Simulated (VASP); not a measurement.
Write the native input for VASP 6.6.1 that does the following.

| Quantity | Value |
| --- | --- |
| Task | single point |
| Functional | PBE |
| Potentials or basis | VASP PAW PBE potentials, release 64 (Cs_sv, Sm_3, F), 4f in core |
| Cutoff | 600 eV |
| k mesh | 4 × 4 × 4 |
| Occupations | gaussian, width 0.1 eV |
| Spin | no spin polarisation |
| Dipole correction | no |
| Mended | yes |
| Further INCAR settings | ALGO = Normal; EDIFF = 1e-06; NBANDS = 33 |

The structure of CsSmF4 lies in POSCAR:

```
CsSmF4
1.0
    0.0000000000      3.8829206500      3.8829206500
    3.8829206500      0.0000000000      3.8829206500
    3.8829206500      3.8829206500      0.0000000000
Cs Sm F
1 1 4
Direct
    0.2500000000      0.2500000000      0.2500000000
    0.0000000000      0.0000000000      0.0000000000
    0.6257400000      0.6257400000      0.1227800000
    0.6257400000      0.1227800000      0.6257400000
    0.1227800000      0.6257400000      0.6257400000
    0.6257400000      0.6257400000      0.6257400000
```

The cell was built from a structure type or drawn by symmetry, and may not be a known phase.

One way to write it, as run:

INCAR

```
  PREC = Accurate
  ENCUT = 600
  EDIFF = 1E-6
  ISMEAR = 0
  SIGMA = 0.1
  LREAL = F
  LASPH = T
  NELM = 200
  ALGO = Normal
  ISIF = 2
  LWAVE = F
  LCHARG = F
  GGA = PE
  NBANDS = 33
  GGA_COMPAT = F
  LMAXMIX = 6
```

KPOINTS

```
regular mesh
0
Gamma
  4 4 4
```

Potentials or basis: VASP PAW PBE potentials, release 64 (Cs_sv, Sm_3, F), 4f in core.

The run is started by

```console
$ cat potpaw_PBE.64/Cs_sv/POTCAR potpaw_PBE.64/Sm_3/POTCAR potpaw_PBE.64/F/POTCAR > POTCAR
$ mpirun -np 1 vasp_std > vasp.out
```

Results of the run:

```
Pressure               : -11.0 GPa
Largest force          : 0.149 eV/Å
Band gap on the k mesh : 1.34 eV (least direct gap 1.42 eV)
```

Caveat: the cell stands under tension; spin-orbit coupling is left out, which moves the levels of the heavy elements; the 4f electrons are frozen in the core, so they carry no moment and show no levels.

Run time: 48 s on 1 thread of Intel(R) Xeon(R) Platinum 8488C (Sapphire Rapids) (shared host), peak memory 0.34 GiB.
